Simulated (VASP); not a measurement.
# SnO2 in VASP: a series of runs, part 2 of 2

VASP 6.6.1. The steps go on from the part before.

## 5. Single point, LDA (atoms displaced along a vibrational mode)

INCAR reads:

```
SYSTEM = SnO2
PREC     = Accurate       ! precision mode
ENCUT    = 520            ! plane-wave cutoff, eV
EDIFF    = 1E-6           ! SCF threshold, eV
ISMEAR   = 0              ! smearing method
SIGMA    = 0.05           ! smearing width, eV
LREAL    = .False.        ! projectors in reciprocal space
LASPH    = .True.         ! aspherical terms in the spheres
NELM     = 100            ! most SCF steps
ALGO     = Normal         ! electronic algorithm
ISIF     = 2              ! what is computed and relaxed
LWAVE    = .False.        ! write WAVECAR
LCHARG   = .False.        ! write CHGCAR
NBANDS   = 35             ! bands
```

KPOINTS reads:

```
regular mesh
0
Gamma
  6 6 8
  0 0 0
```

POSCAR reads:

```
SnO2
1.0
    4.7207174017      0.0000000000      0.0000000000
    0.0000000000      4.7207174017      0.0000000000
    0.0000000000      0.0000000000      3.1887553105
Sn O
2 4
Direct
    0.0000000000      0.0000000000     -0.0131712834
    0.5000000000      0.5000000000      0.5131712834
    0.2344479741      0.3777651251      0.0076632694
    0.2655520259      0.8777651251      0.4923367306
    0.7655520259      0.6222348749      0.0076632694
    0.7344479741      0.1222348749      0.4923367306
```

Potentials or basis: VASP PAW LDA potentials, release 64 (Sn_d, O).

Command:

```sh
> cat potpaw_LDA.64/Sn_d/POTCAR potpaw_LDA.64/O/POTCAR > POTCAR
> mpirun -np 1 vasp_std > vasp.out
```

OUTCAR:

```text
SYSTEM = SnO2
   PREC = Accurate
   ENCUT = 520
   EDIFF = 1E-6
   ISMEAR = 0
   LREAL = .False.
   LASPH = .True.
   NELM = 100
   ISIF = 2

 ion  position               nearest neighbor table
   1  0.000  0.000  0.987-   4 2.10   6 2.10   5 2.10   3 2.10   4 2.12   6 2.12   2 3.66   2 3.66
                             2 3.66   2 3.66   2 3.74   2 3.74   2 3.74   2 3.74
   2  0.500  0.500  0.513-   3 2.10   5 2.10   4 2.10   6 2.10   3 2.12   5 2.12   1 3.66   1 3.66
                             1 3.66   1 3.66   1 3.74   1 3.74   1 3.74   1 3.74
   3  0.234  0.378  0.008-   2 2.10   1 2.10   2 2.12
   4  0.266  0.878  0.492-   1 2.10   2 2.10   1 2.12
   5  0.766  0.622  0.008-   2 2.10   1 2.10   2 2.12
   6  0.734  0.122  0.492-   1 2.10   2 2.10   1 2.12

  LATTYP: Found a simple tetragonal cell.
[... 1121 lines left out ...]
  in kB      -74.1497101    -59.5141975    -85.2903193      0.0000000      0.0000000      0.0000000
  external PRESSURE =     -72.9847423 kB  Pullay stress =       0.0000000 kB

 VOLUME and BASIS-vectors are now :
 -----------------------------------------------------------------------------
  energy-cutoff  :      520.00
  volume of cell :       71.06
      direct lattice vectors                 reciprocal lattice vectors
     4.720717402  0.000000000  0.000000000     0.211832210  0.000000000  0.000000000
     0.000000000  4.720717402  0.000000000     0.000000000  0.211832210  0.000000000
     0.000000000  0.000000000  3.188755310     0.000000000  0.000000000  0.313601987

 POSITION                                       TOTAL-FORCE (eV/Angst)
 -----------------------------------------------------------------------------------
      0.00000      0.00000      3.14676         0.000000      0.000000      0.313556
      2.36036      2.36036      1.63638         0.000000      0.000000     -0.313556
      1.10676      1.78332      0.02444         1.264444     -0.444157     -0.063096
      1.25360      4.14368      1.56994        -1.264444     -0.444157      0.063096
      3.61395      2.93740      0.02444        -1.264444      0.444157     -0.063096
      3.46712      0.57704      1.56994         1.264444      0.444157      0.063096
 -----------------------------------------------------------------------------------
    total drift:                               -0.000000      0.000000      0.000000

  FREE ENERGIE OF THE ION-ELECTRON SYSTEM (eV)
  ---------------------------------------------------
  free  energy   TOTEN  =       -41.5576660856 eV

  energy  without entropy=      -41.5576660856  energy(sigma->0) =      -41.55766609
```

OSZICAR:

```text
N       E                     dE             d eps       ncg     rms          rms(c)
DAV:   1     0.623406952170E+03    0.62341E+03   -0.25492E+04  6213   0.233E+03
DAV:   2     0.539353484265E+02   -0.56947E+03   -0.53649E+03  5928   0.610E+02
DAV:   3    -0.424260933373E+02   -0.96361E+02   -0.94396E+02  6187   0.207E+02
DAV:   4    -0.474017955823E+02   -0.49757E+01   -0.49344E+01  6991   0.509E+01
DAV:   5    -0.475341786747E+02   -0.13238E+00   -0.13219E+00  7038   0.877E+00    0.151E+01
DAV:   6    -0.416510327277E+02    0.58831E+01   -0.16956E+01  8936   0.656E+01    0.616E+00
DAV:   7    -0.416536173374E+02   -0.25846E-02   -0.19074E+00  6106   0.812E+00    0.305E+00
DAV:   8    -0.415719795548E+02    0.81638E-01   -0.23749E-01  8245   0.384E+00    0.718E-01
DAV:   9    -0.415574919566E+02    0.14488E-01   -0.30825E-02  9126   0.256E+00    0.119E-01
DAV:  10    -0.415576689420E+02   -0.17699E-03   -0.37962E-03  7776   0.570E-01    0.587E-02
DAV:  11    -0.415576714030E+02   -0.24610E-05   -0.24365E-04  9027   0.198E-01    0.301E-02
DAV:  12    -0.415576677039E+02    0.36991E-05   -0.22422E-05  8212   0.444E-02    0.172E-02
DAV:  13    -0.415576659798E+02    0.17240E-05   -0.91805E-06  7166   0.273E-02    0.112E-03
DAV:  14    -0.415576660856E+02   -0.10575E-06   -0.11008E-06  4013   0.715E-03
   1 F= -.41557666E+02 E0= -.41557666E+02  d E =-.748641E-12
```

It took 3.3 min on 1 thread of Intel Xeon 8259CL, shared host; peak memory 0.26 GiB.

Results:

| Item | Value |
| --- | --- |
| Free energy | -41.5577 eV |
| Pressure | -7.3 GPa |
| Largest force | 1.342 eV/Å |
| Band gap on the k mesh | 1.06 eV (least direct gap 1.08 eV) |

Forces on the atoms (eV/Å):
```
Sn   0.000  0.000  0.314
Sn   0.000  0.000 -0.314
O    1.264 -0.444 -0.063
O   -1.264 -0.444  0.063
O   -1.264  0.444 -0.063
O    1.264  0.444  0.063
```

Caveat: the cell differs from its parent crystal (atoms displaced along a vibrational mode); the cell stands under tension; spin-orbit coupling is left out, which moves the levels of the heavy elements; forces of over 1 eV/Å act on the atoms, so gaps and moduli don't describe the material at rest.

## 6. Single point, LDA (atoms displaced along a vibrational mode)

INCAR reads:

```
SYSTEM = SnO2
PREC = Accurate
ENCUT = 520
EDIFF = 1E-6
ISMEAR = 0
SIGMA = 0.05
LREAL = .False.
LASPH = .True.
NELM = 60
ALGO = Normal
ISIF = 2
LWAVE = .False.
LCHARG = .True.
GGA = CA
LELF = .True.
LVHAR = .True.
NBANDS = 35
```

KPOINTS is that of step 5.

POSCAR reads:

```
SnO2
1.0
    4.7207174017      0.0000000000      0.0000000000
    0.0000000000      4.7207174017      0.0000000000
    0.0000000000      0.0000000000      3.1887553105
Sn O
2 4
Direct
    0.0000000000      0.0000000000      0.0000000000
    0.5000000000      0.5000000000      0.5000000000
    0.2702772619      0.3419358373      0.0000000000
    0.2297227381      0.8419358373      0.5000000000
    0.7297227381      0.6580641627      0.0000000000
    0.7702772619      0.1580641627      0.5000000000
```

Potentials or basis: VASP PAW LDA potentials, release 64 (Sn_d, O).

Command:

```sh
> cat potpaw_LDA.64/Sn_d/POTCAR potpaw_LDA.64/O/POTCAR > POTCAR
> mpirun -np 1 vasp_std > vasp.out
```

OUTCAR:

```text
SYSTEM = SnO2
   PREC = Accurate
   ENCUT = 520
   EDIFF = 1E-6
   ISMEAR = 0
   LREAL = .False.
   LASPH = .True.
   NELM = 60
   ISIF = 2
   GGA = CA

 ion  position               nearest neighbor table
   1  0.000  0.000  0.000-   3 2.06   5 2.06   4 2.07   6 2.07   4 2.07   6 2.07   2 3.70   2 3.70
                             2 3.70   2 3.70   2 3.70   2 3.70   2 3.70   2 3.70
   2  0.500  0.500  0.500-   4 2.06   6 2.06   5 2.07   3 2.07   3 2.07   5 2.07   1 3.70   1 3.70
                             1 3.70   1 3.70   1 3.70   1 3.70   1 3.70   1 3.70
   3  0.270  0.342  0.000-   1 2.06   2 2.07   2 2.07
   4  0.230  0.842  0.500-   2 2.06   1 2.07   1 2.07
[... 1124 lines left out ...]
  Total       -1.2306042     -0.1739562     -0.5974164     -0.0000000      0.0000000      0.0000000
  in kB      -27.7454499     -3.9220508    -13.4694716     -0.0000000      0.0000000      0.0000000
  external PRESSURE =     -15.0456574 kB  Pullay stress =       0.0000000 kB

 VOLUME and BASIS-vectors are now :
 -----------------------------------------------------------------------------
  energy-cutoff  :      520.00
  volume of cell :       71.06
      direct lattice vectors                 reciprocal lattice vectors
     4.720717402  0.000000000  0.000000000     0.211832210  0.000000000  0.000000000
     0.000000000  4.720717402  0.000000000     0.000000000  0.211832210  0.000000000
     0.000000000  0.000000000  3.188755310     0.000000000  0.000000000  0.313601987

 POSITION                                       TOTAL-FORCE (eV/Angst)
 -----------------------------------------------------------------------------------
      0.00000      0.00000      0.00000         0.000000     -0.000000      0.000000
      2.36036      2.36036      1.59438         0.000000     -0.000000      0.000000
      1.27590      1.61418      0.00000         0.264721     -0.090897      0.000000
      1.08446      3.97454      1.59438        -0.264721     -0.090897      0.000000
      3.44481      3.10653      0.00000        -0.264721      0.090897      0.000000
      3.63626      0.74618      1.59438         0.264721      0.090897      0.000000
 -----------------------------------------------------------------------------------
    total drift:                               -0.000000      0.000000      0.000000

  FREE ENERGIE OF THE ION-ELECTRON SYSTEM (eV)
  ---------------------------------------------------
  free  energy   TOTEN  =       -42.1874323318 eV

  energy  without entropy=      -42.1874323318  energy(sigma->0) =      -42.18743233
```

Wall time 4.4 min (1 thread of Intel Xeon 8259CL, shared host); peak memory 0.26 GiB.

Results:

| Property | Result |
| --- | --- |
| Free energy | -42.1874 eV |
| Pressure | -1.5 GPa |
| Largest force | 0.280 eV/Å |
| Band gap on the k mesh | 1.47 eV (least direct gap 1.52 eV) |

Forces on the atoms (eV/Å):
```
Sn   0.000  0.000  0.000
Sn   0.000  0.000  0.000
O    0.265 -0.091  0.000
O   -0.265 -0.091  0.000
O   -0.265  0.091  0.000
O    0.265  0.091  0.000
```

Stress tensor (GPa, compression positive):
```
-2.77  0.00  0.00
 0.00 -0.39  0.00
 0.00  0.00 -1.35
```

Levels at points of the mesh, in eV from the valence-band top:
```csv
k point,band 22,band 23,band 24,band 25,band 26,band 27,band 28,band 29,band 30,band 31
"(0.00, 0.00, 0.00)",-1.07,-0.85,-0.49,-0.33,-0.05,1.47,6.04,6.34,6.50,10.46
"(0.50, 0.00, 0.00)",-1.49,-0.93,-0.93,-0.11,-0.11,4.21,4.21,6.52,6.52,11.01
"(0.00, 0.50, 0.00)",-1.96,-0.93,-0.93,-0.48,-0.48,4.65,4.65,7.64,7.64,10.63
"(0.50, 0.50, 0.00)",-1.89,-1.09,-1.09,-0.51,-0.51,4.94,4.94,7.40,7.40,10.92
"(0.00, 0.00, 0.50)",-2.54,-1.48,-1.48,-0.76,-0.76,6.08,6.08,9.60,9.60,10.36
"(0.50, 0.00, 0.50)",-1.80,-0.70,-0.70,-0.66,-0.66,6.45,6.45,8.23,8.23,10.40
"(0.00, 0.50, 0.50)",-1.09,-1.08,-1.08,-0.31,-0.31,6.21,6.21,7.73,7.73,11.29
"(0.50, 0.50, 0.50)",-2.18,-0.78,-0.78,-0.43,-0.43,4.86,4.86,8.93,8.93,10.94
```

Caveat: the cell differs from its parent crystal (atoms displaced along a vibrational mode); spin-orbit coupling is left out, which moves the levels of the heavy elements.

## 7. Overview

| cell | gap on the mesh (eV) | pressure (GPa) | largest force (eV/Å) |
| --- | --- | --- | --- |
| as given, atomic positions A | 1.06 | -7.3 | 1.35 |
| as given, atomic positions B | 0.46 | -8.8 | 2.43 |
| as given, atomic positions C | 1.39 | -4.4 | 0.67 |
| as given, atomic positions D | 1.06 | -7.3 | 1.34 |
| as given, atomic positions E | 1.47 | -1.5 | 0.28 |

Alike in all rows: task single point; level LDA; potentials or basis VASP PAW LDA potentials, release 64 (Sn_d, O); no spin polarisation; k mesh 6 × 6 × 8; cutoff (eV) 520; smearing gaussian 0.05 eV.

Caveats: spin-orbit coupling is left out, which moves the levels of the heavy elements; the cell stands under tension (at least some runs); forces of over 1 eV/Å act on the atoms, so gaps and moduli don't describe the material at rest (at least some runs).

Total energies depend on the potentials used, so only differences within one code and one set of settings carry meaning.
